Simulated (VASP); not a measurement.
A run of VASP 6.6.1:

File INCAR:

```
SYSTEM = Cu2H3
PREC = Accurate ; ENCUT = 600
EDIFF = 1E-7 ; ISMEAR = 0
SIGMA = 0.1 ; LREAL = .FALSE.
LASPH = .TRUE. ; NELM = 80
ALGO = Normal ; ISIF = 3
LWAVE = .FALSE. ; LCHARG = .FALSE.
GGA = PE ; IBRION = 2
NSW = 100 ; EDIFFG = -0.01
```

Contents of KPOINTS:

```
regular mesh
0
G
  12 12 12
  0 0 0
```

The input POSCAR:

```
Cu2H3
1.0
    3.3428064056      0.0000000000      0.0000000000
    0.0000000000      3.3428064056      0.0000000000
    0.0000000000      0.0000000000      3.3428064056
Cu H
2 3
Direct
    0.5000000000      0.5000000000      0.5000000000
    0.0000000000      0.0000000000      0.0000000000
    0.5000000000      0.0000000000      0.0000000000
    0.0000000000      0.5000000000      0.0000000000
    0.0000000000      0.0000000000      0.5000000000
```

Potentials or basis: VASP PAW PBE potentials, release 64 (Cu, H).

Launch:

```sh
$ cat potpaw_PBE.64/Cu/POTCAR potpaw_PBE.64/H/POTCAR > POTCAR
$ mpirun -np 1 vasp_std > vasp.out
```

Hardware: 1 thread of Intel Xeon 8259CL, on a shared host.

**Question.** Estimate the wall time of this run.

**Answer.** It took 2.1 min on 1 thread of Intel Xeon 8259CL, with other jobs on the host, peak memory 0.2 GiB. Counts: scf iterations 25, k points 84, ion steps 2.
